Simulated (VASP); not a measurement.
# Ga (Cmcm) in VASP: single point with PBE

Aim: the single point of Ga with PBE.

Program: VASP 6.6.1. These are calculated values, not measurements. Logs are shortened: lines on timing, memory, paths and dates and some standing lists are left out, and cuts for length are marked.

**1. The cell of the first run**

It takes space group Cmcm (No. 63, orthorhombic). The conventional cell has a = 2.900 Å, b = 8.130 Å, c = 3.170 Å, α = 90.00°, β = 90.00°, γ = 90.00°. Ga (site symmetry m2m) has 10 Ga at 2.68 to 3.17 Å within 3.5 Å.

**2. Single point, PBE**

INCAR reads:

```
ALGO = Fast
EDIFF = 1E-6
ENCUT = 520
GGA = PE
ISIF = 2
ISMEAR = 0
LASPH = True
LCHARG = False
LREAL = False
LWAVE = False
NBANDS = 20
NELM = 80
PREC = Accurate
SIGMA = 0.15
```

KPOINTS reads:

```
k-points
0
Gamma
  18 18 16
```

POSCAR reads:

```
Ga
1.0
    1.4500000000     -4.0650000000      0.0000000000
    1.4500000000      4.0650000000      0.0000000000
    0.0000000000      0.0000000000      3.1700000000
Ga
2
Direct
    0.8670000000      0.1330000000      0.2500000000
    0.1330000000      0.8670000000      0.7500000000
```

Potentials or basis: VASP PAW PBE potentials, release 64 (Ga_d).

Launch:

```
$ cat potpaw_PBE.64/Ga_d/POTCAR > POTCAR
$ mpirun -np 1 vasp_std > vasp.out
```

OUTCAR:

```text
EDIFF = 1E-6
   ENCUT = 520
   GGA = PE
   ISIF = 2
   ISMEAR = 0
   LASPH = True
   LREAL = False
   NELM = 80
   PREC = Accurate

 ion  position               nearest neighbor table
   1  0.867  0.133  0.250-   2 2.68   2 2.68   2 2.87   2 2.87   2 2.87   2 2.87
   2  0.133  0.867  0.750-   1 2.68   1 2.68   1 2.87   1 2.87   1 2.87   1 2.87

  LATTYP: Found a base centered orthorhombic cell.
 ALAT       =     2.9000000000
 B/A-ratio  =     2.8034482759
 C/A-ratio  =     1.0931034483

  Lattice vectors:

 A1 = (   1.4500000000,  -4.0650000000,   0.0000000000)
 A2 = (   1.4500000000,   4.0650000000,   0.0000000000)
 A3 = (   0.0000000000,   0.0000000000,   3.1700000000)

Analysis of symmetry for initial positions (statically):
=====================================================================
 Subroutine PRICEL returns:
 Original cell was already a primitive cell.

 Routine SETGRP: Setting up the symmetry group for a
 base centered orthorhombic supercell.

 Subroutine GETGRP returns: Found  8 space group operations
 (whereof  4 operations were pure point group operations)
 out of a pool of  8 trial point group operations.

The static configuration has the point symmetry C_2h.
 The point group associated with its full space group is D_2h.

Analysis of symmetry for dynamics (positions and initial velocities):
=====================================================================
 Subroutine PRICEL returns:
 Original cell was already a primitive cell.

 Routine SETGRP: Setting up the symmetry group for a
 base centered orthorhombic supercell.

 Subroutine GETGRP returns: Found  8 space group operations
 (whereof  4 operations were pure point group operations)
 out of a pool of  8 trial point group operations.

The dynamic configuration has the point symmetry C_2h.
 The point group associated with its full space group is D_2h.

 Subroutine INISYM returns: Found  8 space group operations
 (whereof  4 operations are pure point group operations),
 and found     1 'primitive' translations

----------------------------------------------------------------------------------------

                                     Primitive cell

  volume of cell :      37.3695

  direct lattice vectors                    reciprocal lattice vectors
[... 75 lines left out ...]
   NGX,Y,Z   is equivalent  to a cutoff of  12.33, 12.33, 12.59 a.u.
   NGXF,Y,Z  is equivalent  to a cutoff of  24.65, 24.65, 25.17 a.u.
 SYSTEM =  unknown system
   PREC   = accura    normal or accurate (medium, high low for compatibility)
   ISTART =      0    job   : 0-new  1-cont  2-samecut
   ICHARG =      2    charge: 1-file 2-atom 10-const
   ISPIN  =      1    spin polarized calculation?
   LNONCOLLINEAR =      F non collinear calculations
   LSORBIT =      F    spin-orbit coupling
   LASPH  =      T    aspherical Exc in radial PAW
   ENCUT  =  520.0 eV  38.22 Ry    6.18 a.u.   8.02  8.02  5.89*2*pi/ulx,y,z
   NELM   =     80;   NELMIN=  2; NELMDL= -5     # of ELM steps
   EDIFF  = 0.1E-05   stopping-criterion for ELM
   LREAL  =      F    real-space projection
   EDIFFG = 0.1E-04   stopping-criterion for IOM
   NSW    =      0    number of steps for IOM
   IBRION =     -1    ionic relax: 0-MD 1-quasi-New 2-CG
   NFREE  =      0    steps in history (QN), initial steepest desc. (CG)
   ISIF   =      2    stress and relaxation
   ISYM   =      2    0-nonsym 1-usesym 2-fastsym
   POTIM  = 0.5000    time-step for ionic-motion
   TEBEG  =    0.0;   TEEND  =   0.0 temperature during run
   PSTRESS=    0.0 pullay stress
   NELECT =      26.0000    total number of electrons
   NUPDOWN=      -1.0000    fix difference up-down
   EMIN   =  10.00;   EMAX   =-10.00  energy-range for DOS
   EFERMI =   0.00;   METHOD = LEGACY
   ISMEAR =     0;   SIGMA  =   0.15  broadening in eV -4-tet -1-fermi 0-gaus
   EFERMI_NEDOS =   21; number of points for ismear=-14 and -15
   IALGO  =     68    algorithm
   IMIX   =      4    mixing-type and parameters
     AMIX     =   0.40;   BMIX     =  1.00
     AMIX_MAG =   1.60;   BMIX_MAG =  1.00
  volume/ion in A,a.u.               =      18.68       126.09
  Fermi-wavevector in a.u.,A,eV,Ry     =   1.450641  2.741314 28.631555  2.104360
  Thomas-Fermi vector in A             =   2.568230
   LORBIT       =      0    0 simple, 1 ext, 2 COOP (PROOUT), +10 PAW based schemes
   GGA     = PE    functional components
   LHFCALC =     F    Hartree Fock is set to
   AEXX    =    0.0000 exact exchange contribution
   IVDW    =     0    specifies the selected vdW correction
   LEPSILON=     F    determine dielectric tensor
   LRPA    =     F    only Hartree local field effects (RPA)
 non-spin polarized calculation
 RMM-DIIS sequential band-by-band and
 Gauss-broadening in eV      SIGMA  =   0.15
  energy-cutoff  :      520.00
  volume of cell :       37.37
 maximum number of plane-waves:      1027
   NGX = 17   NGY = 17   NGZ = 11

 number of electron      26.0000003 magnetization

 Free energy of the ion-electron system (eV)
  ---------------------------------------------------
  ext. energy  EPLUGINS =         0.00000000
  ---------------------------------------------------
  free energy    TOTEN  =        -5.76304753 eV

  energy without entropy =       -5.75420335  energy(sigma->0) =       -5.75862544

 E-fermi :   5.6589     XC(G=0): -11.0187

 val. band max:        5.6562720816   @ k =  -0.4444   0.0556   0.3750
 cond. band min:       5.6634115415   @ k =  -0.3333   0.3333   0.1875
 fundamental gap:      0.0071394599
 Fermi energy:         5.6588686010

 k-point     1 :       0.0000    0.0000    0.0000
  band No.  band energies     occupation
      1      -9.5449      2.00000
      2      -9.5203      2.00000
      3      -9.4510      2.00000
      4      -9.4365      2.00000
      5      -9.2464      2.00000
      6      -9.2311      2.00000
[... 541 lines left out ...]
     19      17.4532      0.00000
     20      20.7708      0.00000

 [... further k-points ...]
[... 5 lines left out ...]
  --------------------------------------------------------------------------------------
  -------------------------------------------------------------------------------------
  Total       -0.0885295      0.5944503      0.7272533      0.0000000     -0.0000000      0.0000000
  in kB       -3.7956010     25.4863890     31.1801703      0.0000000     -0.0000000      0.0000000
  external PRESSURE =      17.6236528 kB  Pullay stress =       0.0000000 kB

 VOLUME and BASIS-vectors are now :
 -----------------------------------------------------------------------------
  energy-cutoff  :      520.00
  volume of cell :       37.37
      direct lattice vectors                 reciprocal lattice vectors
     1.450000000 -4.065000000  0.000000000     0.344827586 -0.123001230  0.000000000
     1.450000000  4.065000000  0.000000000     0.344827586  0.123001230  0.000000000
     0.000000000  0.000000000  3.170000000     0.000000000  0.000000000  0.315457413

 POSITION                                       TOTAL-FORCE (eV/Angst)
 -----------------------------------------------------------------------------------
      1.45000     -2.98371      0.79250         0.000000      0.204783      0.000000
      1.45000      2.98371      2.37750         0.000000     -0.204783     -0.000000
 -----------------------------------------------------------------------------------
    total drift:                                0.000000      0.000000     -0.000000

  FREE ENERGIE OF THE ION-ELECTRON SYSTEM (eV)
  ---------------------------------------------------
  free  energy   TOTEN  =        -5.7630475315 eV

  energy  without entropy=       -5.7542033471  energy(sigma->0) =       -5.75862544
```

OSZICAR:

```text
N       E                     dE             d eps       ncg     rms          rms(c)
DAV:   1     0.131108777301E+03    0.13111E+03   -0.13256E+04 34712   0.246E+03
DAV:   2     0.556755357714E+01   -0.12554E+03   -0.12242E+03 33792   0.384E+02
DAV:   3    -0.564397199252E+01   -0.11212E+02   -0.11152E+02 36780   0.941E+01
DAV:   4    -0.581282001099E+01   -0.16885E+00   -0.16875E+00 37868   0.127E+01
DAV:   5    -0.581567382060E+01   -0.28538E-02   -0.28537E-02 37316   0.162E+00    0.139E+00
RMM:   6    -0.577228565421E+01    0.43388E-01   -0.76134E-02 44531   0.331E+00    0.728E-01
RMM:   7    -0.576389408575E+01    0.83916E-02   -0.25160E-02 46427   0.152E+00    0.193E-01
RMM:   8    -0.576298941662E+01    0.90467E-03   -0.24140E-03 46675   0.560E-01    0.225E-02
RMM:   9    -0.576303909594E+01   -0.49679E-04   -0.49564E-04 53880   0.247E-01    0.128E-02
RMM:  10    -0.576304584674E+01   -0.67508E-05   -0.89184E-05 48718   0.965E-02    0.348E-03
RMM:  11    -0.576304767332E+01   -0.18266E-05   -0.21013E-05 43536   0.421E-02    0.204E-03
RMM:  12    -0.576304753151E+01    0.14181E-06   -0.35579E-06 28325   0.207E-02
   1 F= -.57630475E+01 E0= -.57586254E+01  d E =-.884418E-02
```

stdout:

```text
POSCAR found type information on POSCAR Ga
 POSCAR found :  1 types and       2 ions
 scaLAPACK will be used
 LDA part: xc-table for (Slater+PW92), standard interpolation
 POSCAR, INCAR and KPOINTS ok, starting setup
 FFT: planning ... GRIDC
 FFT: planning ... GRID_SOFT
 FFT: planning ... GRID
 WAVECAR not read
 entering main loop
WARNING in EDDRMM: call to ZHEGV failed, returncode =   6  3     19
WARNING in EDDRMM: call to ZHEGV failed, returncode =   8  4     19
WARNING in EDDRMM: call to ZHEGV failed, returncode =   6  3     17
WARNING in EDDRMM: call to ZHEGV failed, returncode =   8  4     20
WARNING in EDDRMM: call to ZHEGV failed, returncode =   6  3     16
WARNING in EDDRMM: call to ZHEGV failed, returncode =   6  3     17
WARNING in EDDRMM: call to ZHEGV failed, returncode =   6  3     16
```

It took 15 min on 1 thread of Oxide Virtual Turin-like, shared host; peak memory 0.52 GiB.

What came out:

| Property | Result |
| --- | --- |
| Free energy | -5.7630 eV |
| Pressure | 1.8 GPa |
| Largest force | 0.205 eV/Å |
| Band gap on the k mesh | zero (band 13 reaches 10.78 eV, above the bottom of band 14 at 1.41 eV) |

Forces on the atoms (eV/Å):
```
Ga   0.000  0.205  0.000
Ga   0.000 -0.205  0.000
```

Levels at points of the mesh, in eV from the Fermi level:
```tsv
k point	band 11	band 12	band 13	band 14	band 15	band 16
(0.00, 0.00, 0.00)	-11.25	-2.28	-1.59	2.89	6.57	7.82
(0.50, 0.00, 0.00)	-6.71	-5.42	-1.77	-0.43	6.49	6.72
(0.50, 0.50, 0.00)	-9.22	-8.59	5.13	5.79	5.85	7.07
(0.00, 0.00, 0.50)	-7.42	-7.42	1.85	1.85	2.49	2.49
(0.50, 0.00, 0.50)	-3.06	-3.06	-1.60	-1.60	1.86	1.86
(0.50, 0.50, 0.50)	-5.60	-5.60	-4.25	-4.25	9.59	9.59
```
